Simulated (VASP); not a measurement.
Write the native input for VASP 6.6.1 that does the following.

| Property | Result |
| --- | --- |
| Task | single point |
| Functional | r2SCAN |
| Potentials or basis | VASP PAW PBE potentials, release 64 (Cd, Se) |
| Cutoff | 520 eV |
| k mesh | 12 × 12 × 4 |
| Occupations | gaussian, width 0.05 eV |
| Spin | no spin polarisation |
| Dipole correction | no |
| Further INCAR settings | ALGO = Normal; EDIFF = 1e-06; NBANDS = 26 |

Crystal: CdSe.

```
Cd Se
1.0
     4.16408    0.00000    0.00000
    -2.08204    3.60620    0.00000
     0.00000    0.00000    7.47541
Cd Se
2 2
Direct
  0.66667 0.33333 0.00000
  0.33333 0.66667 0.50000
  0.66667 0.33333 0.37500
  0.33333 0.66667 0.87500
```

This cell differs from its parent crystal: ratio of the length along z to the lengths across it x 1.1, volume and fractional coordinates fixed.

These files were run (other wordings do the same):

POSCAR

```
CdSe
1.0
    4.1640828394      0.0000000000      0.0000000000
   -2.0820414197      3.6062015224      0.0000000000
    0.0000000000      0.0000000000      7.4754128114
Cd Se
2 2
Direct
    0.6666666667      0.3333333333      0.0000000000
    0.3333333333      0.6666666667      0.5000000000
    0.6666666667      0.3333333333      0.3750000000
    0.3333333333      0.6666666667      0.8750000000
```

INCAR.step1

```
SYSTEM = CdSe
PREC = Accurate
ENCUT = 520
ISMEAR = 0
SIGMA = 0.05
LREAL = .FALSE.
LASPH = .TRUE.
NELM = 60
NBANDS = 26
GGA = PE
ALGO = Normal
EDIFF = 1E-4
LWAVE = .TRUE.
LCHARG = .FALSE.
```

INCAR.step2

```
SYSTEM = CdSe
PREC = Accurate
ENCUT = 520
EDIFF = 1E-6
ISMEAR = 0
SIGMA = 0.05
LREAL = .FALSE.
LASPH = .TRUE.
NELM = 60
ALGO = Normal
ISIF = 2
LWAVE = .FALSE.
LCHARG = .FALSE.
METAGGA = R2SCAN
LMIXTAU = .TRUE.
NBANDS = 26
ISTART = 1
```

KPOINTS

```
regular mesh
0
G
  12 12 4
  0 0 0
```

Potentials or basis: VASP PAW PBE potentials, release 64 (Cd, Se).

The run is started by

```console
$ cat potpaw_PBE.64/Cd/POTCAR potpaw_PBE.64/Se/POTCAR > POTCAR
$ cp INCAR.step1 INCAR
$ mpirun -np 1 vasp_std > vasp.out
$ cp INCAR.step2 INCAR
$ mpirun -np 1 vasp_std > vasp.out
```

Results of the run:

The pressure is 2.6 GPa. The largest force is 0.563 eV/Å and the band gap on the k mesh is 0.98 eV.

Caveat: the stress differs along the axes, from -3 to 5 GPa; the PAW data sets were made with another functional, which shifts forces and pressure a little.

It took 5 min on 1 thread of AMD EPYC 9R45 96-Core Processor (Zen 5), on a shared host, peak memory 0.31 GiB.
